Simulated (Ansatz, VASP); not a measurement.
TiO2: VASP beside Ansatz

INCAR

```
  PREC = Accurate
  ENCUT = 520
  EDIFF = 1E-6
  ISMEAR = 0
  SIGMA = 0.05
  LREAL = F
  LASPH = T
  NELM = 150
  ALGO = Normal
  ISIF = 2
  LWAVE = F
  LCHARG = F
  LMAXMIX = 4
  LDAU = T
  LDAUTYPE = 2
  LDAUL = 2 -1
  LDAUU = 4 0
  LDAUJ = 0 0
  LDAUPRINT = 1
  GGA = PE
  NBANDS = 33
```

File KPOINTS:

```
Automatic mesh
0
Gamma
  6 6 10
```

Contents of POSCAR:

```
TiO2
1.0
    4.2691518190      0.0000000000      0.0000000000
    0.0000000000      4.2691518190      0.0000000000
    0.0000000000      0.0000000000      2.7658729780
Ti O
2 4
Direct
    0.0000000000      0.0000000000      0.0000000000
    0.5000000000      0.5000000000      0.5000000000
    0.3056475955      0.3056475955      0.0000000000
    0.1943524045      0.8056475955      0.5000000000
    0.6943524045      0.6943524045      0.0000000000
    0.8056475955      0.1943524045      0.5000000000
```

Input for Ansatz:

```yaml
crystal:
  lattice:
    - [4.269151819, 0.0, 0.0]
    - [0.0, 4.269151819, 0.0]
    - [0.0, 0.0, 2.765872978]
  atoms:
    - { symbol: Ti, position: [0.0, 0.0, 0.0] }
    - { symbol: Ti, position: [0.5, 0.5, 0.5] }
    - { symbol: O, position: [0.3056475955, 0.3056475955, 0.0] }
    - { symbol: O, position: [0.1943524045, 0.8056475955, 0.5] }
    - { symbol: O, position: [0.6943524045, 0.6943524045, 0.0] }
    - { symbol: O, position: [0.8056475955, 0.1943524045, 0.5] }
basis:
  ecutwfc: 420
kpoints:
  mp_grid: { grid: [6, 6, 10] }
hamiltonian:
  xc: pbe
  hubbard: { sites: [{ species: Ti, l: d, u_eff: 4.0 }] }
scf:
  occupations: { method: gaussian, width: 0.05 }
output:
  forces: true
  stress: true
  eigenvalues: true
  write_density: true
  write_potential: true
  elf: true
  volumetric_format: npy
```

Change from the starting cell: strain -0.080 along x and y, -0.080 along z, atoms carried along.

Alike in both runs: task single point; functional PBE; k mesh 6 × 6 × 10; occupations gaussian, width 0.05 eV; no spin polarisation; Hubbard terms Ti d U = 4.0 eV.

|  | VASP | Ansatz |
| --- | --- | --- |
| version | VASP 6.6.1 | Ansatz 0.2.0 |
| potentials or method | VASP PAW PBE potentials, release 64 (Ti_sv, O), cutoff 520 eV | scalar-relativistic, plane waves, PAW |
| valence electrons in the cell | 48 | 48 |

|  | VASP | Ansatz | Ansatz less VASP |
| --- | --- | --- | --- |
| gap on the k mesh at the Fermi level (eV) | 2.97 | 2.94 | -0.031 |
| least direct gap on the mesh (eV) | 2.97 | 2.94 | -0.031 |
| pressure (GPa) | 102.3 | 94.1 | -8.23 |
| traceless stress, the component that is largest in VASP (GPa) | 18.17 | 16.43 | -1.740 |
| rms of the force components (eV/Å) | 0.838 | 0.747 | -0.0912 |

The programs project onto different local orbitals, so the same U acts differently, and such runs can settle in different states. Atom by atom the forces differ by 0.091 eV/Å (rms over components). Both programs put the cell under a high pressure, so it lies far from rest at this level.

Noted on VASP's run: the cell as given lies far from equilibrium.
